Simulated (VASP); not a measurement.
# Pd (Pm-3m) in VASP: a series of runs

The runs below take Pd through single point, with BLYP.

Program: VASP 6.6.1. These are calculated values, not measurements. Logs are shortened: lines on timing, memory, paths and dates and some standing lists are left out, and cuts for length are marked.

## 1. The cell of the first run

It takes space group Pm-3m (No. 221, cubic). Conventional cell: a = 2.558 Å, b = 2.558 Å, c = 2.558 Å, α = 90.00°, β = 90.00°, γ = 90.00°. Pd (site symmetry m-3m) has 6 Pd at 2.56 Å within 3.4 Å.

This isn't the form of Pd at room conditions, which is fcc.

## 2. Single point, BLYP, collinear spin (16.73 Å³/atom)

INCAR reads:

```
PREC = Accurate ; ENCUT = 520
EDIFF = 1E-6 ; ISMEAR = -1
SIGMA = 0.05 ; LREAL = F
LASPH = T ; NELM = 150
ALGO = Normal ; ISIF = 2
LWAVE = F ; LCHARG = F
ISPIN = 2 ; MAGMOM = 0.5
LORBIT = 11 ; LMAXMIX = 4
GGA = B5 ; ALDAX = 1.0
AGGAX = 1.0 ; AGGAC = 1.0
ALDAC = 0.0 ; NBANDS = 15
```

KPOINTS reads:

```
Automatic mesh
0
Gamma
  13 13 13
```

POSCAR reads:

```
Pd
1.0
    2.5577245656      0.0000000000      0.0000000000
    0.0000000000      2.5577245656      0.0000000000
    0.0000000000      0.0000000000      2.5577245656
Pd
1
Direct
    0.0000000000      0.0000000000      0.0000000000
```

Potentials or basis: VASP PAW PBE potentials, release 64 (Pd).

Run with:

```sh
cat potpaw_PBE.64/Pd/POTCAR > POTCAR
mpirun -np 1 vasp_std > vasp.out
```

OUTCAR:

```text
PREC = Accurate
   ENCUT = 520
   EDIFF = 1E-6
   ISMEAR = -1
   LREAL = F
   LASPH = T
   NELM = 150
   ISIF = 2
   ISPIN = 2
   LORBIT = 11
   GGA = B5

 ion  position               nearest neighbor table
   1  0.000  0.000  0.000-

  LATTYP: Found a simple cubic cell.
 ALAT       =     2.5577245656

  Lattice vectors:

 A1 = (   2.5577245656,   0.0000000000,   0.0000000000)
 A2 = (   0.0000000000,   2.5577245656,   0.0000000000)
 A3 = (   0.0000000000,   0.0000000000,   2.5577245656)

Analysis of symmetry for initial positions (statically):
=====================================================================
 Subroutine PRICEL returns:
 Original cell was already a primitive cell.

 Routine SETGRP: Setting up the symmetry group for a
 simple cubic supercell.

 Subroutine GETGRP returns: Found 48 space group operations
 (whereof 48 operations were pure point group operations)
 out of a pool of 48 trial point group operations.

The static configuration has the point symmetry O_h .

Analysis of symmetry for dynamics (positions and initial velocities):
=====================================================================
 Subroutine PRICEL returns:
 Original cell was already a primitive cell.

 Routine SETGRP: Setting up the symmetry group for a
 simple cubic supercell.

 Subroutine GETGRP returns: Found 48 space group operations
 (whereof 48 operations were pure point group operations)
 out of a pool of 48 trial point group operations.

The dynamic configuration has the point symmetry O_h .

Analysis of structural, dynamic, and magnetic symmetry:
=====================================================================
 Subroutine PRICEL returns:
 Original cell was already a primitive cell.

 Routine SETGRP: Setting up the symmetry group for a
 simple cubic supercell.

 Subroutine GETGRP returns: Found 48 space group operations
 (whereof 48 operations were pure point group operations)
 out of a pool of 48 trial point group operations.

The overall configuration has the point symmetry O_h .

 Subroutine INISYM returns: Found 48 space group operations
 (whereof 48 operations are pure point group operations),
 and found     1 'primitive' translations

----------------------------------------------------------------------------------------

                                     Primitive cell

  volume of cell :      16.7325

  direct lattice vectors                    reciprocal lattice vectors
     2.557724566  0.000000000  0.000000000     0.390972513  0.000000000  0.000000000
     0.000000000  2.557724566  0.000000000     0.000000000  0.390972513  0.000000000
     0.000000000  0.000000000  2.557724566     0.000000000  0.000000000  0.390972513

  length of vectors
     2.557724566  2.557724566  2.557724566     0.390972513  0.390972513  0.390972513

[... 126 lines left out ...]
  free energy    TOTEN  =        -3.95810385 eV

  energy without entropy =       -3.94745943  energy(sigma->0) =       -3.95278164

 E-fermi :   8.6048     XC(G=0): -11.6435

 val. band max:        8.6039299115   @ k =   0.0769   0.0000   0.0000
 cond. band min:       8.6140618428   @ k =   0.3846   0.0769   0.0769
 fundamental gap:      0.0101319313
 Fermi energy:         8.6048142961

 spin component 1

 k-point     1 :       0.0000    0.0000    0.0000
  band No.  band energies     occupation
      1       2.3724      1.00000
      2       3.6857      1.00000
      3       3.6857      1.00000
      4       8.5948      0.54984
      5       8.5948      0.54984
      6       8.5948      0.54983
      7      25.5147      0.00000
      8      25.5147      0.00000
      9      25.5147      0.00000
     10      32.4851      0.00000
     11      32.4851      0.00000
     12      32.7800      0.00000
     13      35.0645      0.00000
     14      39.0879      0.00000
[... 403 lines left out ...]
      4       7.3596      1.00000
      5       7.6336      1.00000
      6      10.3774      0.00000
      7      16.6271      0.00000
      8      22.0404      0.00000
      9      26.5051      0.00000
     10      31.4691      0.00000
     11      33.7369      0.00000
     12      34.7833      0.00000
     13      34.8359      0.00000
     14      37.7647      0.00000
     15      41.1875      0.00000

 [... further k-points ...]

 spin component 2

 k-point     1 :       0.0000    0.0000    0.0000
  band No.  band energies     occupation
      1       2.3721      1.00000
      2       3.6854      1.00000
      3       3.6854      1.00000
      4       8.5945      0.55122
      5       8.5945      0.55121
      6       8.5945      0.55121
      7      25.5145      0.00000
      8      25.5145      0.00000
      9      25.5145      0.00000
     10      32.4848      0.00000
     11      32.4848      0.00000
     12      32.7793      0.00000
     13      35.0631      0.00000
     14      39.0877      0.00000
[... 403 lines left out ...]
      4       7.3594      1.00000
      5       7.6333      1.00000
      6      10.3772      0.00000
      7      16.6268      0.00000
      8      22.0401      0.00000
      9      26.5048      0.00000
     10      31.4688      0.00000
     11      33.7367      0.00000
     12      34.7826      0.00000
     13      34.8349      0.00000
     14      37.7645      0.00000
     15      41.1871      0.00000

 [... further k-points ...]

------------------------ aborting loop because EDIFF is reached ----------------------------------------

  FORCE on cell =-STRESS in cart. coord.  units (eV):
  Direction    XX          YY          ZZ          XY          YZ          ZX
  --------------------------------------------------------------------------------------
  -------------------------------------------------------------------------------------
  Total        1.8751697      1.8751697      1.8751697      0.0000000      0.0000000      0.0000000
  in kB      179.5518300    179.5518300    179.5518300      0.0000000      0.0000000      0.0000000
  external PRESSURE =     179.5518300 kB  Pullay stress =       0.0000000 kB

 VOLUME and BASIS-vectors are now :
 -----------------------------------------------------------------------------
  energy-cutoff  :      520.00
  volume of cell :       16.73
      direct lattice vectors                 reciprocal lattice vectors
     2.557724566  0.000000000  0.000000000     0.390972513  0.000000000  0.000000000
     0.000000000  2.557724566  0.000000000     0.000000000  0.390972513  0.000000000
     0.000000000  0.000000000  2.557724566     0.000000000  0.000000000  0.390972513

 POSITION                                       TOTAL-FORCE (eV/Angst)
 -----------------------------------------------------------------------------------
      0.00000      0.00000      0.00000         0.000000      0.000000      0.000000
 -----------------------------------------------------------------------------------
    total drift:                                0.000000      0.000000      0.000000

  FREE ENERGIE OF THE ION-ELECTRON SYSTEM (eV)
  ---------------------------------------------------
  free  energy   TOTEN  =        -3.9581038463 eV

  energy  without entropy=       -3.9474594342  energy(sigma->0) =       -3.95278164

 total charge

# of ion       s       p       d       tot
------------------------------------------
    1        0.510   0.368   8.603   9.482

 magnetization (x)

# of ion       s       p       d       tot
------------------------------------------
    1       -0.000  -0.000  -0.000  -0.000
```

Run time: 56 s. Hardware: 1 thread of Intel Xeon 8259CL, shared host; peak memory 0.15 GiB.

What came out:

* Free energy: -3.9581 eV
* Pressure: 18.0 GPa
* Band gap on the k mesh: zero (filled and empty bands overlap)
* Net moment: 0.00 μB per cell
* Valence electrons inside the program's atomic spheres: Pd 9.48

Caveat: the cell stands under pressure; the PAW data sets were made with another functional, which shifts forces and pressure a little.

## 3. Single point, BLYP, collinear spin (17.49 Å³/atom)

This run uses another cell than the first one, of 17.49 Å³/atom.

INCAR reads:

```
AGGAC    = 1.0          
AGGAX    = 1.0          
ALDAC    = 0.0          
ALDAX    = 1.0          
ALGO     = Normal         # electronic algorithm
EDIFF    = 1E-7           # SCF threshold, eV
ENCUT    = 520            # plane-wave cutoff, eV
GGA      = B5             # functional
ISIF     = 2              # what is computed and relaxed
ISMEAR   = -1             # smearing method
ISPIN    = 2              # spin polarisation
LASPH    = T              # aspherical terms in the spheres
LCHARG   = T              # write CHGCAR
LELF     = T              # ELF
LMAXMIX  = 4              # l up to which the mixer works
LORBIT   = 11             # projections on sites
LREAL    = F              # projectors in reciprocal space
LVHAR    = T            
LWAVE    = F              # write WAVECAR
MAGMOM   = 0.5            # initial moments
NBANDS   = 15             # bands
NELM     = 150            # most SCF steps
PREC     = Accurate       # precision mode
SIGMA    = 0.05           # smearing width, eV
```

KPOINTS reads:

```
k-points
0
Gamma
  13 13 13
```

POSCAR reads:

```
Pd
1.0
    2.5959051881      0.0000000000      0.0000000000
    0.0000000000      2.5959051881      0.0000000000
    0.0000000000      0.0000000000      2.5959051881
Pd
1
Direct
    0.0000000000      0.0000000000      0.0000000000
```

Potentials or basis: VASP PAW PBE potentials, release 64 (Pd).

Run with:

```sh
cat potpaw_PBE.64/Pd/POTCAR > POTCAR
mpirun -np 1 vasp_std > vasp.out
```

OUTCAR:

```text
EDIFF = 1E-7
   ENCUT = 520
   GGA = B5
   ISIF = 2
   ISMEAR = -1
   ISPIN = 2
   LASPH = T
   LORBIT = 11
   LREAL = F
   NELM = 150
   PREC = Accurate

 ion  position               nearest neighbor table
   1  0.000  0.000  0.000-

  LATTYP: Found a simple cubic cell.
 ALAT       =     2.5959051881

  Lattice vectors:

 A1 = (   2.5959051881,   0.0000000000,   0.0000000000)
[... 1074 lines left out ...]
  --------------------------------------------------------------------------------------
  -------------------------------------------------------------------------------------
  Total        1.1358277      1.1358277      1.1358277      0.0000000      0.0000000      0.0000000
  in kB      104.0295139    104.0295139    104.0295139      0.0000000      0.0000000      0.0000000
  external PRESSURE =     104.0295139 kB  Pullay stress =       0.0000000 kB

 VOLUME and BASIS-vectors are now :
 -----------------------------------------------------------------------------
  energy-cutoff  :      520.00
  volume of cell :       17.49
      direct lattice vectors                 reciprocal lattice vectors
     2.595905188  0.000000000  0.000000000     0.385222082  0.000000000  0.000000000
     0.000000000  2.595905188  0.000000000     0.000000000  0.385222082  0.000000000
     0.000000000  0.000000000  2.595905188     0.000000000  0.000000000  0.385222082

 POSITION                                       TOTAL-FORCE (eV/Angst)
 -----------------------------------------------------------------------------------
      0.00000      0.00000      0.00000         0.000000      0.000000      0.000000
 -----------------------------------------------------------------------------------
    total drift:                               -0.000000      0.000000      0.000000

  FREE ENERGIE OF THE ION-ELECTRON SYSTEM (eV)
  ---------------------------------------------------
  free  energy   TOTEN  =        -4.0250931938 eV

  energy  without entropy=       -4.0138431567  energy(sigma->0) =       -4.01946818

 total charge

# of ion       s       p       d       tot
------------------------------------------
    1        0.489   0.335   8.580   9.404

 magnetization (x)

# of ion       s       p       d       tot
------------------------------------------
    1        0.000   0.000  -0.000  -0.000
```

OSZICAR:

```text
N       E                     dE             d eps       ncg     rms          rms(c)
DAV:   1     0.477616814407E+02    0.47762E+02   -0.43919E+03  5048   0.571E+02
DAV:   2    -0.329939613787E+01   -0.51061E+02   -0.48536E+02  6405   0.155E+02
DAV:   3    -0.414906114453E+01   -0.84967E+00   -0.84677E+00  6517   0.199E+01
DAV:   4    -0.415247657988E+01   -0.34154E-02   -0.34153E-02  6283   0.131E+00
DAV:   5    -0.415251063767E+01   -0.34058E-04   -0.34058E-04  6618   0.120E-01    0.570E+00
DAV:   6    -0.403223998419E+01    0.12027E+00   -0.53550E-01  6881   0.465E+00    0.287E+00
DAV:   7    -0.402750738403E+01    0.47326E-02   -0.49916E-03  6027   0.515E-01    0.157E+00
DAV:   8    -0.402507646700E+01    0.24309E-02   -0.10037E-03  6524   0.185E-01    0.451E-01
DAV:   9    -0.402505924535E+01    0.17222E-04   -0.47764E-05  6513   0.432E-02    0.527E-02
DAV:  10    -0.402508921710E+01   -0.29972E-04   -0.26177E-05  6328   0.267E-02    0.158E-02
DAV:  11    -0.402509282345E+01   -0.36064E-05   -0.43713E-06  6531   0.131E-02    0.665E-03
DAV:  12    -0.402509370605E+01   -0.88260E-06   -0.65633E-07  5936   0.512E-03    0.625E-03
DAV:  13    -0.402509321433E+01    0.49172E-06   -0.75845E-08  6425   0.192E-03    0.200E-03
DAV:  14    -0.402509319383E+01    0.20500E-07   -0.28312E-08  3623   0.926E-04
   1 F= -.40250932E+01 E0= -.40194682E+01  d E =-.112500E-01  mag=    -0.0000
```

stdout:

```text
POSCAR found type information on POSCAR Pd
 POSCAR found :  1 types and       1 ions
 scaLAPACK will be used
 -----------------------------------------------------------------------------
|                                                                             |
|                                                                             |
|     You enforced a specific xc type in the INCAR file but a different       |
|     I HOPE YOU KNOW WHAT YOU ARE DOING!                                     |
|                                                                             |
 -----------------------------------------------------------------------------

 LDA part: xc-table for (Slater(with rela. corr.)+VWN5), standard interpolation
 POSCAR, INCAR and KPOINTS ok, starting setup
 FFT: planning ... GRIDC
 FFT: planning ... GRID_SOFT
 FFT: planning ... GRID
 WAVECAR not read
 entering main loop
```

Wall time 69 s (1 thread of Intel Xeon 8259CL, shared host); peak memory 0.15 GiB.

Results:

```yaml
Free_energy: -4.0251 eV
Pressure: 10.4 GPa
Band_gap_on_the_k_mesh: zero (filled and empty bands overlap)
Net_moment: 0.00 μB per cell
Valence_electrons_inside_the_program's_atomic_spheres: Pd 9.40
```

Caveat: the cell stands under pressure; the PAW data sets were made with another functional, which shifts forces and pressure a little.

(Part 1 of 2 ends here.)

The gap in the log of VASP goes by the Fermi energy; the results here count the filled bands.